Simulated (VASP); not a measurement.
Runs of VASP 6.6.1 on K. The structure is that of space group Im-3m (No. 229), or close to it. The cells are those of the table. 

```tsv
task	cell	k mesh	cutoff (eV)	smearing	gap on the mesh (eV)	pressure (GPa)	relaxed volume (Å³/atom)
relaxation of cell and atoms	relaxed from a = 4.535 Å, angles 109.5°, 1 atom	12 × 12 × 12	600	gaussian 0.1 eV	none	0.0	64.19
relaxation of cell and atoms	relaxed from a = 4.373 Å, angles 109.5°, 1 atom	12 × 12 × 12	600	fermi-dirac 0.15 eV	none	0.0	64.37
single point	a = 4.535 Å, angles 109.5°, 1 atom	6 × 6 × 6	520	gaussian 0.1 eV	none	-0.4	-
single point	a = 4.373 Å, angles 109.5°, 1 atom	12 × 12 × 12	520	gaussian 0.1 eV	none	0.0	-
relaxation of cell and atoms	relaxed from a = 4.373 Å, angles 109.5°, 1 atom	12 × 12 × 12	600	gaussian 0.1 eV	none	0.0	(a)
single point	a = 4.373 Å, angles 109.5°, 1 atom	12 × 12 × 12	520	fermi-dirac 0.15 eV	none	0.0	-
```

Alike in all rows: level LDA; potentials or basis VASP PAW LDA potentials, release 64 (K_sv); no spin polarisation.

Problem. Fill in the values left out.

Solution. (a) 64.17.

A gap of «none» marks levels without a gap at the run's occupations.
